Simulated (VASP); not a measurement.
Here is a VASP 6.6.1 calculation.

Contents of INCAR:

```
  ALGO = Normal
  EDIFF = 1E-6
  ENCUT = 520
  GGA = PE
  ISIF = 2
  ISMEAR = 0
  LASPH = T
  LCHARG = F
  LREAL = F
  LWAVE = F
  NBANDS = 18
  NELM = 100
  PREC = Accurate
  SIGMA = 0.2
```

File KPOINTS:

```
k-points
0
Gamma
  8 8 2
```

The input POSCAR:

```
Al
1.0
   -1.3446704653      2.5191284853      0.1119252459
   -2.8566240533      0.0844225230      0.1367272612
   -0.7346158467      0.4997616953     14.1191617741
Al
6
Direct
    0.6139238063      0.6100145043      0.1661638355
    0.1139238063      0.1100145043      0.6661638355
    0.8860761937      0.8899854957      0.3338361645
    0.3860761937      0.3899854957      0.8338361645
    0.0000000000      0.0000000000      0.0000000000
    0.5000000000      0.5000000000      0.5000000000
```

Potentials or basis: VASP PAW PBE potentials, release 64 (Al).

Launch:

```console
$ cat potpaw_PBE.64/Al/POTCAR > POTCAR
$ mpirun -np 1 vasp_std > vasp.out
```

Estimate the band gap on the k mesh.

zero (bands 9 and 10 overlap by 5.79 eV).

Estimate the pressure.

-0.3 GPa.

Forces in eV/Å, atoms in the order of the input:
```
Al   0.008 -0.007 -0.003
Al   0.008 -0.007 -0.003
Al  -0.008  0.007  0.003
Al  -0.008  0.007  0.003
Al   0.000  0.000  0.000
Al   0.000  0.000  0.000
```
